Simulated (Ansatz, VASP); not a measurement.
# Two plane-wave programs on MgS

```
CELL_PARAMETERS angstrom
0.00000 2.60440 2.60440
2.60440 0.00000 2.60440
2.60440 2.60440 0.00000
ATOMIC_POSITIONS crystal
Mg 0.00000 0.00000 0.00000
S 0.50000 0.50000 0.50000
```

Alike in both runs: task single point; functional PBE; k mesh 2 × 2 × 2; occupations methfessel-paxton of order 1, width 0.28 eV; no spin polarisation.

```csv
,VASP,Ansatz
version,VASP 6.6.1,Ansatz 0.2.0
potentials or method,"VASP PAW PBE potentials, release 64 (Mg, S)","scalar-relativistic, plane waves, PAW"
plane-wave cutoff (eV),600,420
valence electrons in the cell,8,16
```

```csv
,VASP,Ansatz,Ansatz less VASP
gap on the k mesh at the Fermi level (eV),2.43,2.46,+0.026
least direct gap on the mesh (eV),3.54,3.56,+0.018
pressure (GPa),7.5,7.8,+0.28
```

The functional is the same, so the differences come from potentials, cutoffs and numerics. VASP's potentials hold 8 valence electrons a cell and Ansatz's 16, so a difference there can come from the potentials and not from the codes.

The k mesh is coarse, so the values compare programs but aren't converged.
